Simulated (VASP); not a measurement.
Here is a VASP 6.6.1 calculation.

INCAR

```
SYSTEM = SrCa
PREC = Accurate ; ENCUT = 600
EDIFF = 1E-6 ; ISMEAR = -1
SIGMA = 0.1 ; LREAL = .FALSE.
LASPH = .TRUE. ; NELM = 100
ALGO = Normal ; ISIF = 3
LWAVE = .FALSE. ; LCHARG = .FALSE.
GGA = PS ; IBRION = 2
NSW = 80 ; EDIFFG = -0.03
```

File KPOINTS:

```
Automatic mesh
0
G
  7 7 7
  0 0 0
```

The input POSCAR:

```
SrCa
1.0
    2.0673741400      1.1935990200      6.7349910300
   -2.0673741400      1.1935990200      6.7349910300
    0.0000000000     -2.3871980400      6.7349910300
Sr Ca
1 1
Direct
    0.5000000000      0.5000000000      0.5000000000
    0.0000000000      0.0000000000      0.0000000000
```

Potentials or basis: VASP PAW PBE potentials, release 64 (Sr_sv, Ca_sv).

Launch:

```sh
$ cat potpaw_PBE.64/Sr_sv/POTCAR potpaw_PBE.64/Ca_sv/POTCAR > POTCAR
$ mpirun -np 1 vasp_std > vasp.out
```

(1) Estimate the relaxed cell.

(2) Estimate the space group after relaxing (to 0.1 Å).

Results:

(1) a = 6.980 Å, b = 6.980 Å, c = 6.980 Å, α = 33.55°, β = 33.55°, γ = 33.55°.

(2) R-3m (No. 166).
